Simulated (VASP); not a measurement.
Input of a VASP 6.6.1 run:

The input INCAR:

```
PREC = Accurate
ENCUT = 520
EDIFF = 1E-6
ISMEAR = -1
SIGMA = 0.08
LREAL = False
LASPH = True
NELM = 100
ALGO = Normal
ISIF = 2
LWAVE = False
LCHARG = True
GGA = PE
LELF = True
LVHAR = True
NBANDS = 28
```

KPOINTS

```
regular mesh
0
Gamma
  7 7 7
```

The input POSCAR:

```
BaTiO3
1.0
    3.9457420220      0.0000000000      0.0000000000
    0.0000000000      3.9457420220      0.0000000000
    0.0000000000      0.0000000000      3.9636960459
Ba Ti O
1 1 3
Direct
    0.0000000000      0.0000000000      0.0000000000
    0.5000000000      0.5000000000      0.4820000000
    0.5000000000      0.5000000000      0.0160000000
    0.5000000000      0.0000000000      0.5150000000
    0.0000000000      0.5000000000      0.5150000000
```

Potentials or basis: VASP PAW PBE potentials, release 64 (Ba_sv, Ti_sv, O).

Command:

```sh
$ cat potpaw_PBE.64/Ba_sv/POTCAR potpaw_PBE.64/Ti_sv/POTCAR potpaw_PBE.64/O/POTCAR > POTCAR
$ mpirun -np 1 vasp_std > vasp.out
```

(1) Estimate the band gap on the k mesh.

(2) Estimate the largest force.

Answers

(1) 1.96 eV (least direct gap 2.16 eV).

(2) 0.327 eV/Å.

Caveat: spin-orbit coupling is left out, which moves the levels of the heavy elements; an odd mesh through Γ misses points on the zone boundary, where band edges can lie.
